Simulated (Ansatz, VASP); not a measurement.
**One calculation of SrO, two programs**

```
Sr O
1.0
     0.00499    2.47983    2.46503
     2.49289    0.00087    2.46914
     2.49186    2.48292    0.00190
Sr O
1 1
Direct
  0.00438 0.00266 0.98995
  0.49562 0.49734 0.51005
```

Change from the starting cell: all atoms moved at random, cell strained at random.

Alike in both runs: task single point; functional PBE; k mesh 8 × 8 × 8; occupations gaussian, width 0.02 eV; no spin polarisation.

|  | VASP | Ansatz |
| --- | --- | --- |
| version | VASP 6.6.1 | Ansatz 0.2.0 |
| potentials or method | VASP PAW PBE potentials, release 64 (Sr_sv, O), cutoff 520 eV | scalar-relativistic, plane waves, PAW |
| valence electrons in the cell | 16 | 16 |

VASP gave:

```
gap on the k mesh at the Fermi level (eV)                     : 3.15
least direct gap on the mesh (eV)                             : 3.18
pressure (GPa)                                                : 17.3
traceless stress, the component that is largest in VASP (GPa) : 1.32
rms of the force components (eV/Å)                            : 0.130
```

**Question.** What did Ansatz give for the same quantities?

**Answer.** gap on the k mesh at the Fermi level (eV): 3.19; least direct gap on the mesh (eV): 3.23; pressure (GPa): 16.4; traceless stress, the component that is largest in VASP (GPa): 1.25; rms of the force components (eV/Å): 0.122.

Atom by atom the forces differ by 0.008 eV/Å (rms over components). With one functional, cell and mesh, what is left measures potentials, basis and numerics.
